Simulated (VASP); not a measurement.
Runs of VASP 6.6.1 on MgS. The structure is that of space group F-43m (No. 216), or close to it. The cells are those of the table. 

```tsv
cell	gap on the mesh (eV)	pressure (GPa)
a = 3.897 Å, angles 60.0°, 2 atoms	(c)	5.5
a = 4.007 Å, angles 60.0°, 2 atoms	4.12	(b)
a = 4.059 Å, angles 60.0°, 2 atoms	3.91	-2.5
a = 4.161 Å, angles 60.0°, 2 atoms	3.54	-5.7
a = 3.839 Å, angles 60.0°, 2 atoms	(d)	9.5
a = 3.952 Å, angles 60.0°, 2 atoms	(a)	2.3
a = 4.111 Å, angles 60.0°, 2 atoms	3.72	-4.3
```

Alike in all rows: task single point; level r2SCAN; potentials or basis VASP PAW PBE potentials, release 64 (Mg, S); no spin polarisation; k mesh 5 × 5 × 5; cutoff (eV) 660; smearing gaussian 0.01 eV.

Problem. Estimate the missing entries.

Solution. (a) 4.34; (b) -0.4; (c) 4.57; (d) 4.56.

Caveats: the PAW data sets were made with another functional, which shifts forces and pressure a little; an odd mesh through Γ misses points on the zone boundary, where band edges can lie (at least some runs); the cell stands under pressure (at least some runs); the cell stands under tension (at least some runs).
